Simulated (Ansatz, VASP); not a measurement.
## Two plane-wave programs on HC4

```
C H
1.0
     4.93140    0.00000    0.00000
    -2.46570    4.27072    0.00000
     0.00000    0.00000   18.00000
C H
8 2
Direct
  0.16667 0.33333 0.22222
  0.16667 0.83333 0.22222
  0.66667 0.33333 0.22222
  0.66667 0.83333 0.22222
  0.33333 0.16667 0.22222
  0.33333 0.66667 0.22222
  0.83333 0.16667 0.22222
  0.83333 0.66667 0.22222
  0.13026 0.13026 0.38889
  0.36974 0.36974 0.38889
```

Alike in both runs: task single point; functional PBE; dispersion D3(BJ); k mesh 6 × 6 × 1; occupations gaussian, width 0.1 eV; no spin polarisation.

```csv
,VASP,Ansatz
version,VASP 6.6.1,Ansatz 0.2.0
potentials or method,"VASP PAW PBE potentials, release 64 (C, H), cutoff 520 eV","scalar-relativistic, plane waves, PAW"
valence electrons in the cell,34,34
```

```csv
,VASP,Ansatz,Ansatz less VASP
gap on the k mesh at the Fermi level (eV),none,none,-
least direct gap on the mesh (eV),0.00,0.00,0.000
rms of the force components (eV/Å),1.204,1.204,-0.0001
```

Atom by atom the forces differ by 0.000 eV/Å (rms over components). A gap of «none» marks a metal or a gap that the smearing closes. Ansatz's warnings: structure snapped to symmetry.

A gap of «none» marks a metal or a gap under the smearing width.
